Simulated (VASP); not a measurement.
# GaC30 (a cell with a defect) (Ga_C-V_C) in VASP: further runs

The runs below take GaC30 (a cell with a defect) (Ga_C-V_C) through single point, with PBE.

Program: VASP 6.6.1. These are calculated values, not measurements. Logs are shortened: lines on timing, memory, paths and dates and some standing lists are left out, and cuts for length are marked.

## 1. The cell of the first run

The cell holds a defect, 31 atoms: a = 6.186 Å, b = 6.186 Å, c = 6.186 Å, α = 109.47°, β = 109.47°, γ = 109.47°.

## 2. Single point, PBE

Input file INCAR:

```
PREC     = Accurate       # precision mode
ENCUT    = 520            # plane-wave cutoff, eV
EDIFF    = 1E-6           # SCF threshold, eV
ISMEAR   = 0              # smearing method
SIGMA    = 0.01           # smearing width, eV
LREAL    = Auto         
LASPH    = True           # aspherical terms in the spheres
NELM     = 120            # most SCF steps
ALGO     = Normal         # electronic algorithm
ISIF     = 2              # what is computed and relaxed
LWAVE    = False          # write WAVECAR
LCHARG   = False          # write CHGCAR
GGA      = PE             # functional
NBANDS   = 88             # bands
NELECT   = 132.0        
GGA_COMPAT= False
```

Input file KPOINTS:

```
Automatic mesh
0
Gamma
  1 1 1
  0.25 0.25 0.25
```

Input file POSCAR:

```
GaC30
1.0
   -3.5716218665      3.5716218665      3.5716218665
    3.5716218665     -3.5716218665      3.5716218665
    3.5716218665      3.5716218665     -3.5716218665
C Ga
30 1
Direct
    0.0050643074      0.0063446622      0.0050643074
    0.0050643074      0.2550643074      0.7563446622
    0.0046741911      0.5035162273      0.5041108527
    0.0046741911      0.7541108527      0.2535162273
    0.2564366860      0.0052355971      0.7552355971
    0.2535162273      0.2546741911      0.5041108527
    0.2535162273      0.7541108527      0.0046741911
    0.5019425374      0.0234417658      0.5019425374
    0.5041108527      0.2546741911      0.2535162273
    0.5041108527      0.5035162273      0.0046741911
    0.5019425374      0.7519425374      0.7734417658
    0.7552355971      0.0052355971      0.2564366860
    0.7563446622      0.2550643074      0.0050643074
    0.7552355971      0.5064366860      0.7552355971
    0.7734417658      0.7519425374      0.5019425374
    0.0017142150      0.0029992991      0.7529992991
    0.0028269853      0.2528269853      0.5016321869
   -0.0153856746      0.5061308649      0.2561308649
    0.0028269853      0.7516321869      0.0028269853
    0.2539609351      0.0033893819      0.5045559678
    0.2561308649      0.2346143254      0.2561308649
    0.2561308649      0.5061308649     -0.0153856746
    0.2539609351      0.7545559678      0.7533893819
    0.5045559678      0.0033893819      0.2539609351
    0.5016321869      0.2528269853      0.0028269853
    0.5045559678      0.5039609351      0.7533893819
    0.7529992991      0.0029992991      0.0017142150
    0.7529992991      0.2517142150      0.7529992991
    0.7533893819      0.5039609351      0.5045559678
    0.7533893819      0.7545559678      0.2539609351
    0.3790018642      0.6290018642      0.3790018642
```

Potentials or basis: VASP PAW PBE potentials, release 64 (C, Ga_d).

Started as:

```sh
$ cat potpaw_PBE.64/C/POTCAR potpaw_PBE.64/Ga_d/POTCAR > POTCAR
$ mpirun -np 1 vasp_std > vasp.out
```

OUTCAR:

```text
PREC = Accurate
   ENCUT = 520
   EDIFF = 1E-6
   ISMEAR = 0
   LREAL = Auto
   LASPH = True
   NELM = 120
   ISIF = 2
   GGA = PE
   NELECT = 132.0

 ion  position               nearest neighbor table
   1  0.005  0.006  0.005-  21 1.51  16 1.55  27 1.55  19 1.57
   2  0.005  0.255  0.756-  22 1.51  16 1.55  28 1.55  17 1.57
   3  0.005  0.504  0.504-  18 1.50  17 1.54  23 1.55  29 1.56
   4  0.005  0.754  0.254-  18 1.50  19 1.54  20 1.55  30 1.56
   5  0.256  0.005  0.755-  25 1.53  23 1.54  20 1.54  16 1.57
   6  0.254  0.255  0.504-  21 1.50  17 1.54  26 1.55  20 1.56
[... 22 lines left out ...]
  29  0.753  0.504  0.505-  15 1.50  14 1.54   9 1.55   3 1.56
  30  0.753  0.755  0.254-  15 1.50  12 1.54  10 1.55   4 1.56
  31  0.379  0.629  0.379-  18 2.06  21 2.06  22 2.06   8 2.06  11 2.06  15 2.06

  LATTYP: Found a body centered cubic cell.
 ALAT       =     7.1432437330

  Lattice vectors:

 A1 = (  -3.5716218665,   3.5716218665,   3.5716218665)
 A2 = (   3.5716218665,  -3.5716218665,   3.5716218665)
 A3 = (   3.5716218665,   3.5716218665,  -3.5716218665)

Analysis of symmetry for initial positions (statically):
=====================================================================
 Subroutine PRICEL returns:
 Original cell was already a primitive cell.

 Routine SETGRP: Setting up the symmetry group for a
 body centered cubic supercell.

 Subroutine GETGRP returns: Found  6 space group operations
 (whereof  2 operations were pure point group operations)
 out of a pool of 48 trial point group operations.

The static configuration has the point symmetry C_1h.
 The point group associated with its full space group is C_3v.

Analysis of symmetry for dynamics (positions and initial velocities):
=====================================================================
 Subroutine PRICEL returns:
 Original cell was already a primitive cell.

 Routine SETGRP: Setting up the symmetry group for a
 body centered cubic supercell.

 Subroutine GETGRP returns: Found  6 space group operations
 (whereof  2 operations were pure point group operations)
 out of a pool of 48 trial point group operations.

The dynamic configuration has the point symmetry C_1h.
 The point group associated with its full space group is C_3v.

 Subroutine INISYM returns: Found  6 space group operations
 (whereof  2 operations are pure point group operations),
 and found     1 'primitive' translations

----------------------------------------------------------------------------------------

                                     Primitive cell

  volume of cell :     182.2453

  direct lattice vectors                    reciprocal lattice vectors
    -3.571621867  3.571621867  3.571621867     0.000000000  0.139992423  0.139992423
     3.571621867 -3.571621867  3.571621867     0.139992423  0.000000000  0.139992423
     3.571621867  3.571621867 -3.571621867     0.139992423  0.139992423  0.000000000

  length of vectors
     6.186230538  6.186230538  6.186230538     0.197979184  0.197979184  0.197979184

  position of ions in fractional coordinates (direct lattice)
     0.005064307  0.006344662  0.005064307
     0.005064307  0.255064307  0.756344662
     0.004674191  0.503516227  0.504110853
     0.004674191  0.754110853  0.253516227
     0.256436686  0.005235597  0.755235597
     0.253516227  0.254674191  0.504110853
[... 23 lines left out ...]
     0.753389382  0.754555968  0.253960935
     0.379001864  0.629001864  0.379001864

  ion indices of the primitive-cell ions
   primitive index   ion index
                 1           1
                 2           2
                 3           3
                 4           4
                 5           5
                 6           6
[... 23 lines left out ...]
                30          30
                31          31

----------------------------------------------------------------------------------------

 KPOINTS: Automatic mesh

Automatic generation of k-mesh.
 Grid dimensions read from file:
 generate k-points for:    1    1    1

 Generating k-lattice:

  Cartesian coordinates                     Fractional coordinates (reciprocal lattice)
     0.000000000  0.139992423  0.139992423     1.000000000  0.000000000  0.000000000
     0.139992423  0.000000000  0.139992423     0.000000000  1.000000000  0.000000000
     0.139992423  0.139992423  0.000000000     0.000000000  0.000000000  1.000000000

  Length of vectors
     0.197979184  0.197979184  0.197979184

  Shift w.r.t. Gamma in fractional coordinates (k-lattice)
     0.250000000  0.250000000  0.250000000

 Subroutine IBZKPT returns following result:
 ===========================================

 Found      1 irreducible k-points:

 Following reciprocal coordinates:
            Coordinates               Weight
  0.250000  0.250000  0.250000      2.000000
   k-points           NKPTS =      1   k-points in BZ     NKDIM =      1   number of bands    NBANDS=     88
   number of dos      NEDOS =    301   number of ions     NIONS =     31
   total plane-waves  NPLWV = 110592
   dimension x,y,z NGX =    48 NGY =   48 NGZ =   48
   dimension x,y,z NGXF=    96 NGYF=   96 NGZF=   96
   ions per type =              30   1
   NGX,Y,Z   is equivalent  to a cutoff of  12.90, 12.90, 12.90 a.u.
   NGXF,Y,Z  is equivalent  to a cutoff of  25.80, 25.80, 25.80 a.u.
 SYSTEM =  unknown system
   PREC   = accura    normal or accurate (medium, high low for compatibility)
   ISTART =      0    job   : 0-new  1-cont  2-samecut
   ICHARG =      2    charge: 1-file 2-atom 10-const
   ISPIN  =      1    spin polarized calculation?
   LNONCOLLINEAR =      F non collinear calculations
   LSORBIT =      F    spin-orbit coupling
   LASPH  =      T    aspherical Exc in radial PAW
   ENCUT  =  520.0 eV  38.22 Ry    6.18 a.u.  11.50 11.50 11.50*2*pi/ulx,y,z
   NELM   =    120;   NELMIN=  2; NELMDL= -5     # of ELM steps
   EDIFF  = 0.1E-05   stopping-criterion for ELM
   LREAL  =      T    real-space projection
   EDIFFG = 0.1E-04   stopping-criterion for IOM
   NSW    =      0    number of steps for IOM
   IBRION =     -1    ionic relax: 0-MD 1-quasi-New 2-CG
   NFREE  =      0    steps in history (QN), initial steepest desc. (CG)
   ISIF   =      2    stress and relaxation
   ISYM   =      2    0-nonsym 1-usesym 2-fastsym
   POTIM  = 0.5000    time-step for ionic-motion
   TEBEG  =    0.0;   TEEND  =   0.0 temperature during run
   PSTRESS=    0.0 pullay stress
   NELECT =     132.0000    total number of electrons
   NUPDOWN=      -1.0000    fix difference up-down
   EMIN   =  10.00;   EMAX   =-10.00  energy-range for DOS
   EFERMI =   0.00;   METHOD = LEGACY
   ISMEAR =     0;   SIGMA  =   0.01  broadening in eV -4-tet -1-fermi 0-gaus
   EFERMI_NEDOS =   21; number of points for ismear=-14 and -15
   IALGO  =     38    algorithm
   IMIX   =      4    mixing-type and parameters
     AMIX     =   0.40;   BMIX     =  1.00
     AMIX_MAG =   1.60;   BMIX_MAG =  1.00
  volume/ion in A,a.u.               =       5.88        39.67
  Fermi-wavevector in a.u.,A,eV,Ry     =   1.470214  2.778302 29.409406  2.161530
  Thomas-Fermi vector in A             =   2.585498
   LORBIT       =      0    0 simple, 1 ext, 2 COOP (PROOUT), +10 PAW based schemes
   GGA     = PE    functional components
   LHFCALC =     F    Hartree Fock is set to
   AEXX    =    0.0000 exact exchange contribution
   IVDW    =     0    specifies the selected vdW correction
   LEPSILON=     F    determine dielectric tensor
   LRPA    =     F    only Hartree local field effects (RPA)
 non-spin polarized calculation
 Gauss-broadening in eV      SIGMA  =   0.01
  energy-cutoff  :      520.00
  volume of cell :      182.25
 maximum number of plane-waves:      4904
 NGX is ok and might be reduce to    48
   NGX = 23   NGY = 23   NGZ = 23

 number of electron     132.0000007 magnetization

 Free energy of the ion-electron system (eV)
  ---------------------------------------------------
  ext. energy  EPLUGINS =         0.00000000
  ---------------------------------------------------
  free energy    TOTEN  =      -278.07889409 eV

  energy without entropy =     -278.07889409  energy(sigma->0) =     -278.07889409

 E-fermi :   9.2242     XC(G=0): -13.2204

 val. band max:        9.1706866039   @ k =   0.2500   0.2500   0.2500
 cond. band min:      10.9714343991   @ k =   0.2500   0.2500   0.2500
 fundamental gap:      1.8007477952
 Fermi energy:         9.2242111359

 k-point     1 :       0.2500    0.2500    0.2500
  band No.  band energies     occupation
      1     -10.2221      2.00000
      2     -10.2221      2.00000
      3      -9.9729      2.00000
      4      -9.3083      2.00000
      5      -6.1932      2.00000
      6      -6.1932      2.00000
[... 70 lines left out ...]
     77      16.1388      0.00000
     78      16.4242      0.00000
 [bands above 78 left out]

------------------------ aborting loop because EDIFF is reached ----------------------------------------

  FORCE on cell =-STRESS in cart. coord.  units (eV):
  Direction    XX          YY          ZZ          XY          YZ          ZX
  --------------------------------------------------------------------------------------
  -------------------------------------------------------------------------------------
  Total       -0.5777155     -0.5777155     -0.5777155     -9.2594769     -9.2594769     -9.2594769
  in kB       -5.0788829     -5.0788829     -5.0788829    -81.4030404    -81.4030404    -81.4030404
  external PRESSURE =      -5.0788829 kB  Pullay stress =       0.0000000 kB

 VOLUME and BASIS-vectors are now :
 -----------------------------------------------------------------------------
  energy-cutoff  :      520.00
  volume of cell :      182.25
      direct lattice vectors                 reciprocal lattice vectors
    -3.571621867  3.571621867  3.571621867     0.000000000  0.139992423  0.139992423
     3.571621867 -3.571621867  3.571621867     0.139992423  0.000000000  0.139992423
     3.571621867  3.571621867 -3.571621867     0.139992423  0.139992423  0.000000000

 POSITION                                       TOTAL-FORCE (eV/Angst)
 -----------------------------------------------------------------------------------
      0.02266      0.01351      0.02266         0.008267     -0.014646      0.008267
      3.59428      1.80847     -1.77230         0.008267      0.008267     -0.014646
      3.58217      0.01882      0.01457         0.005282      0.015535      0.004095
      3.58217     -1.77124      1.80463         0.005282      0.004095      0.015535
      1.80022      3.59461     -1.76282        -0.011733     -0.002624     -0.002624
      1.80463      1.79636      0.01457         0.015535      0.005282      0.004095
[... 23 lines left out ...]
      0.91122      0.90289      4.47876        -0.004559     -0.012593     -0.003201
      2.24656      0.46075      2.24656        -0.004602     -0.004602     -0.004602
 -----------------------------------------------------------------------------------
    total drift:                                0.161417      0.161417      0.161417

  FREE ENERGIE OF THE ION-ELECTRON SYSTEM (eV)
  ---------------------------------------------------
  free  energy   TOTEN  =      -278.0788940921 eV

  energy  without entropy=     -278.0788940921  energy(sigma->0) =     -278.07889409
```

It took 53 s on 1 thread of Intel Xeon Platinum 8488C (Sapphire Rapids), shared host; peak memory 0.31 GiB.

Results:

* Free energy: -278.0789 eV
* Largest force: 0.019 eV/Å

Forces on the atoms (eV/Å):
```
C    0.008 -0.015  0.008
C    0.008  0.008 -0.015
C    0.005  0.016  0.004
C    0.005  0.004  0.016
C   -0.012 -0.003 -0.003
C    0.016  0.005  0.004
C    0.016  0.004  0.005
C   -0.007  0.009 -0.007
C    0.004  0.005  0.016
C    0.004  0.016  0.005
C   -0.007 -0.007  0.009
C   -0.003 -0.003 -0.012
C   -0.015  0.008  0.008
C   -0.003 -0.012 -0.003
C    0.009 -0.007 -0.007
C    0.016 -0.006 -0.006
C    0.002  0.002  0.011
C   -0.012  0.004  0.004
C    0.002  0.011  0.002
C   -0.003 -0.005 -0.013
C    0.004 -0.012  0.004
C    0.004  0.004 -0.012
C   -0.003 -0.013 -0.005
C   -0.013 -0.005 -0.003
C    0.011  0.002  0.002
C   -0.013 -0.003 -0.005
C   -0.006 -0.006  0.016
C   -0.006  0.016 -0.006
C   -0.005 -0.003 -0.013
C   -0.005 -0.013 -0.003
Ga  -0.005 -0.005 -0.005
```

Levels at points of the mesh, in eV from the Fermi level:
| k point | band 62 | band 63 | band 64 | band 65 | band 66 | band 67 | band 68 | band 69 | band 70 | band 71 |
| --- | --- | --- | --- | --- | --- | --- | --- | --- | --- | --- |
| (0.25, 0.25, 0.25) | -1.59 | -1.59 | -1.50 | -0.05 | -0.05 | 1.75 | 1.75 | 6.11 | 6.36 | 6.41 |

Caveat: the k points lie up to 1.24 Å⁻¹ apart; the cell carries a net charge on a neutralising background, which shifts energy and pressure; the cell is charged against a uniform background, so pressure and absolute levels hang on convention.

## 3. Single point, PBE, collinear spin

Input file INCAR:

```
  PREC = Accurate
  ENCUT = 520
  EDIFF = 1E-6
  ISMEAR = 0
  SIGMA = 0.01
  LREAL = Auto
  LASPH = True
  NELM = 200
  ALGO = Normal
  ISIF = 2
  LWAVE = False
  LCHARG = True
  ISPIN = 2
  MAGMOM = 0 0 0.01 0.01 0.01 0.01 0.01 0.07 0.01 0.01 0.07 0.01 0 0.01 0.07 0 0.01 0.07 0.01 0.01 0.07 0.07 0.01 0.01 0.01 0.01 0 0 0.01 0.01 0.03
  LORBIT = 11
  NUPDOWN = 1.0
  GGA = PE
  LELF = True
  LVHAR = True
  NBANDS = 92
  NELECT = 135.0
  GGA_COMPAT = False
```

KPOINTS is that of step 2.

Input file POSCAR:

```
GaC30
1.0
   -3.5716218700      3.5716218700      3.5716218700
    3.5716218700     -3.5716218700      3.5716218700
    3.5716218700      3.5716218700     -3.5716218700
C Ga
30 1
Direct
    0.0061441337      0.0060823380      0.0061441337
    0.0061441337      0.2561441337      0.7560823380
    0.0007341729      0.5028667684      0.5053271844
    0.0007341729      0.7553271844      0.2528667684
    0.2550380556      0.0048543322      0.7548543322
    0.2528667684      0.2507341729      0.5053271844
    0.2528667684      0.7553271844      0.0007341729
    0.4980953851      0.0181898699      0.4980953851
    0.5053271844      0.2507341729      0.2528667684
    0.5053271844      0.5028667684      0.0007341729
    0.4980953851      0.7480953851      0.7681898699
    0.7548543322      0.0048543322      0.2550380556
    0.7560823380      0.2561441337      0.0061441337
    0.7548543322      0.5050380556      0.7548543322
    0.7681898699      0.7480953851      0.4980953851
    0.0019965317      0.0019290506      0.7519290506
    0.0031999638      0.2531999638      0.5030217997
   -0.0101224163      0.5099671500      0.2599671500
    0.0031999638      0.7530217997      0.0031999638
    0.2527399988      0.0073263807      0.5051980211
    0.2599671500      0.2398775837      0.2599671500
    0.2599671500      0.5099671500     -0.0101224163
    0.2527399988      0.7551980211      0.7573263807
    0.5051980211      0.0073263807      0.2527399988
    0.5030217997      0.2531999638      0.0031999638
    0.5051980211      0.5027399988      0.7573263807
    0.7519290506      0.0019290506      0.0019965317
    0.7519290506      0.2519965317      0.7519290506
    0.7573263807      0.5027399988      0.5051980211
    0.7573263807      0.7551980211      0.2527399988
    0.3790287376      0.6290287376      0.3790287376
```

Potentials or basis: VASP PAW PBE potentials, release 64 (C, Ga_d).

Started as:

```sh
$ cat potpaw_PBE.64/C/POTCAR potpaw_PBE.64/Ga_d/POTCAR > POTCAR
$ mpirun -np 1 vasp_std > vasp.out
```

It took 2.3 min on 1 thread of Intel Xeon Platinum 8488C (Sapphire Rapids), shared host; peak memory 0.38 GiB.

It converged, with:

```
Free energy                                           : -244.8745 eV
Largest force                                         : 0.019 eV/Å
Net moment                                            : 1.00 μB per cell
Site moments                                          : C +0.00, +0.01, +0.08; Ga +0.06 μB
Valence electrons inside the program's atomic spheres : C 2.58, 2.63, 2.61; Ga 12.29
```

Forces in eV/Å, atoms in the order of the input:
```
C   -0.001 -0.002 -0.001
C   -0.001 -0.001 -0.002
C    0.001  0.013 -0.009
C    0.001 -0.009  0.013
C    0.003  0.002  0.002
C    0.013  0.001 -0.009
C    0.013 -0.009  0.001
C   -0.013  0.001 -0.013
C   -0.009  0.001  0.013
C   -0.009  0.013  0.001
C   -0.013 -0.013  0.001
C    0.002  0.002  0.003
C   -0.002 -0.001 -0.001
C    0.002  0.003  0.002
C    0.001 -0.013 -0.013
C    0.002  0.000  0.000
C    0.002  0.002  0.001
C   -0.010  0.004  0.004
C    0.002  0.001  0.002
C    0.009  0.006 -0.010
C    0.004 -0.010  0.004
C    0.004  0.004 -0.010
C    0.009 -0.010  0.006
C   -0.010  0.006  0.009
C    0.001  0.002  0.002
C   -0.010  0.009  0.006
C    0.000  0.000  0.002
C    0.000  0.002  0.000
C    0.006  0.009 -0.010
C    0.006 -0.010  0.009
Ga  -0.003 -0.003 -0.003
```

Caveat: the k points lie up to 1.24 Å⁻¹ apart; the cell carries a net charge on a neutralising background, which shifts energy and pressure; the cell is charged against a uniform background, so pressure and absolute levels hang on convention; the total moment is fixed, so each spin has its own Fermi level.

[end of part 1 of 3]
